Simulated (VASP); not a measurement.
# SiO2 (P4_2/mnm) in VASP: notebook, part 2 of 2

VASP 6.6.1. The steps go on from the part before.

### 3 Single point, r2SCAN (strain +0.000 along x and y, +0.080 along z)

The input, POSCAR:

```
SiO2
1.0
    4.1854060762      0.0000000000      0.0000000000
    0.0000000000      4.1854060762      0.0000000000
    0.0000000000      0.0000000000      2.8822445712
Si O
2 4
Direct
    0.5000000000      0.5000000000      0.5000000000
    0.0000000000      0.0000000000      0.0000000000
    0.6938852014      0.6938852014      0.0000000000
    0.1938852014      0.8061147986      0.5000000000
    0.3061147986      0.3061147986      0.0000000000
    0.8061147986      0.1938852014      0.5000000000
```

The input, INCAR.step1:

```
SYSTEM = SiO2
PREC = Accurate ; ENCUT = 520
ISMEAR = 0 ; SIGMA = 0.05
LREAL = .False. ; LASPH = .True.
NELM = 60 ; NBANDS = 25
GGA = PE ; ALGO = Normal
EDIFF = 1E-4 ; LWAVE = .True.
LCHARG = .False.
```

The input, INCAR.step2:

```
SYSTEM = SiO2
PREC = Accurate ; ENCUT = 520
EDIFF = 1E-6 ; ISMEAR = 0
SIGMA = 0.05 ; LREAL = .False.
LASPH = .True. ; NELM = 60
ALGO = Normal ; ISIF = 2
LWAVE = .False. ; LCHARG = .False.
METAGGA = R2SCAN ; LMIXTAU = .True.
NBANDS = 25 ; ISTART = 1
```

The input, KPOINTS:

```
regular mesh
0
Gamma
  6 6 8
  0 0 0
```

Potentials or basis: VASP PAW PBE potentials, release 64 (Si, O).

Command:

```bash
cat potpaw_PBE.64/Si/POTCAR potpaw_PBE.64/O/POTCAR > POTCAR
cp INCAR.step1 INCAR
mpirun -np 1 vasp_std > vasp.out
cp INCAR.step2 INCAR
mpirun -np 1 vasp_std > vasp.out
```

Wall time 76 s (1 thread of Intel Xeon 6975P-C (Granite Rapids), shared host); peak memory 0.19 GiB.

It converged, with:

```
Free energy            : -58.2164 eV
Pressure               : -23.8 GPa
Largest force          : 0.237 eV/Å
Band gap on the k mesh : 4.81 eV, direct
```

Forces on the atoms (eV/Å):
```
Si   0.000  0.000  0.000
Si   0.000  0.000  0.000
O    0.168  0.168  0.000
O    0.168 -0.168  0.000
O   -0.168 -0.168  0.000
O   -0.168  0.168  0.000
```

Stress tensor (GPa, compression positive):
```
-12.77   0.00   0.00
  0.00 -12.77   0.00
  0.00   0.00 -45.81
```

Levels at points of the mesh, in eV from the valence-band top:
```
           k point  band 13  band 14  band 15  band 16  band 17  band 18  band 19  band 20
(0.00, 0.00, 0.00)    -2.61    -0.73    -0.73     0.00     4.81     6.25     7.83     7.83
(0.50, 0.00, 0.00)    -2.70    -2.70    -0.90    -0.90     7.09     7.09     8.52     8.52
(0.50, 0.50, 0.00)    -2.68    -2.68    -1.80    -1.80     6.83     6.83     9.55     9.55
(0.00, 0.00, 0.50)    -2.91    -2.91    -2.35    -2.35     9.19     9.19    12.82    12.82
(0.50, 0.00, 0.50)    -1.92    -1.92    -1.52    -1.52     9.07     9.07    10.68    10.68
(0.50, 0.50, 0.50)    -1.40    -1.40    -1.34    -1.34     7.39     7.39    11.72    11.72
```

Caveat: the cell differs from its parent crystal (strain +0.000 along x and y, +0.080 along z); the PAW data sets were made with another functional, which shifts forces and pressure a little.

### 4 Single point, r2SCAN (strain +0.040 along x and y, +0.000 along z)

POSCAR, as its differences from that of step 3:

```diff
@@ -2,5 +2,5 @@
 1.0
-    4.1854060762      0.0000000000      0.0000000000
-    0.0000000000      4.1854060762      0.0000000000
-    0.0000000000      0.0000000000      2.8822445712
+    4.3528223192      0.0000000000      0.0000000000
+    0.0000000000      4.3528223192      0.0000000000
+    0.0000000000      0.0000000000      2.6687449733
 Si O
```

INCAR.step1 is that of step 3.

INCAR.step2 is that of step 3.

The input, KPOINTS:

```
Automatic mesh
0
Gamma
  6 6 8
  0 0 0
```

Command:

```bash
cat potpaw_PBE.64/Si/POTCAR potpaw_PBE.64/O/POTCAR > POTCAR
cp INCAR.step1 INCAR
mpirun -np 1 vasp_std > vasp.out
cp INCAR.step2 INCAR
mpirun -np 1 vasp_std > vasp.out
```

Wall time 59 s (1 thread of Intel Xeon 6975P-C (Granite Rapids), shared host); peak memory 0.18 GiB.

Results (log left out):

| Quantity | Value |
| --- | --- |
| Free energy | -58.4805 eV |
| Pressure | -20.3 GPa |
| Largest force | 0.865 eV/Å |
| Band gap on the k mesh | 5.23 eV, direct |

Forces in eV/Å, atoms in the order of the input:
```
Si   0.000  0.000  0.000
Si   0.000  0.000  0.000
O   -0.612 -0.612  0.000
O   -0.612  0.612  0.000
O    0.612  0.612  0.000
O    0.612 -0.612  0.000
```

Stress tensor (GPa, compression positive):
```
-24.64   0.00   0.00
  0.00 -24.64   0.00
  0.00   0.00 -11.61
```

Levels at points of the mesh, in eV from the valence-band top:
```tsv
k point	band 12	band 13	band 14	band 15	band 16	band 17	band 18	band 19	band 20	band 21
(0.00, 0.00, 0.00)	-2.73	-2.24	-0.87	-0.87	0.00	5.23	7.91	9.28	9.28	11.70
(0.50, 0.00, 0.00)	-3.60	-2.36	-2.36	-1.03	-1.03	7.84	7.84	10.00	10.00	11.22
(0.50, 0.50, 0.00)	-2.82	-2.41	-2.41	-2.17	-2.17	7.74	7.74	10.74	10.74	12.90
(0.00, 0.00, 0.50)	-4.42	-2.62	-2.62	-2.43	-2.43	8.97	8.97	12.60	12.60	12.87
(0.50, 0.00, 0.50)	-3.66	-2.17	-2.17	-1.60	-1.60	8.81	8.81	9.68	9.68	12.97
(0.50, 0.50, 0.50)	-4.32	-1.70	-1.70	-1.43	-1.43	7.06	7.06	11.23	11.23	12.26
```

Caveat: the cell differs from its parent crystal (strain +0.040 along x and y, +0.000 along z); the PAW data sets were made with another functional, which shifts forces and pressure a little. A k mesh can miss the band edges.

### 5 Summary

```csv
cell,gap on the mesh (eV),pressure (GPa),largest force (eV/Å)
"a = 4.520, b = 4.520, c = 2.455 Å, 6 atoms",5.39,-8.1,2.01
"a = 4.185, b = 4.185, c = 2.882 Å, 6 atoms",4.81,-23.8,0.24
"a = 4.353, b = 4.353, c = 2.669 Å, 6 atoms",5.23,-20.3,0.87
```

Alike in all rows: task single point; level r2SCAN; potentials or basis VASP PAW PBE potentials, release 64 (Si, O); no spin polarisation; k mesh 6 × 6 × 8; cutoff (eV) 520; smearing gaussian 0.05 eV.

Caveats: the PAW data sets were made with another functional, which shifts forces and pressure a little.

Total energies depend on the potentials used, so only differences within one code and one set of settings carry meaning.
